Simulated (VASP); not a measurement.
Input of a VASP 6.6.1 run:

File INCAR:

```
ALGO = Normal
EDIFF = 1E-6
EDIFFG = -0.01
ENCUT = 600
GGA = PE
IBRION = 2
ISIF = 3
ISMEAR = 0
LASPH = True
LCHARG = False
LREAL = False
LWAVE = False
NELM = 60
NSW = 100
PREC = Accurate
SIGMA = 0.1
```

File KPOINTS:

```
k-points
0
Gamma
  12 12 4
```

POSCAR

```
HfN
1.0
    3.3010277075      0.0000000000      0.0000000000
   -1.6505138538      2.8587738533      0.0000000000
    0.0000000000      0.0000000000     10.4457977278
Hf N
3 3
Direct
    0.0000000000      0.0000000000      0.1848682902
    0.6666666667      0.3333333333      0.5000000000
    0.0000000000      0.0000000000      0.8151317098
    0.0000000000      0.0000000000      0.0000000000
    0.0000000000      0.0000000000      0.3874164715
    0.0000000000      0.0000000000      0.6125835285
```

Potentials or basis: VASP PAW PBE potentials, release 64 (Hf_pv, N).

Command:

```bash
$ cat potpaw_PBE.64/Hf_pv/POTCAR potpaw_PBE.64/N/POTCAR > POTCAR
$ mpirun -np 1 vasp_std > vasp.out
```

Question: Estimate the space group after relaxing (to 0.05 Å).

Answer: P-6m2 (No. 187).

Question: What does it give for the relaxed volume?

Answer: 16.35 Å³/atom.

Question: Predict the relaxed cell.

Answer: a = 3.284 Å, b = 3.284 Å, c = 10.504 Å, α = 90.00°, β = 90.00°, γ = 120.00°.

Forces in eV/Å, atoms in the order of the input:
```
Hf   0.000  0.000 -0.004
Hf   0.000  0.000  0.000
Hf   0.000  0.000  0.004
N    0.000  0.000  0.000
N    0.000  0.000 -0.008
N    0.000  0.000  0.008
```
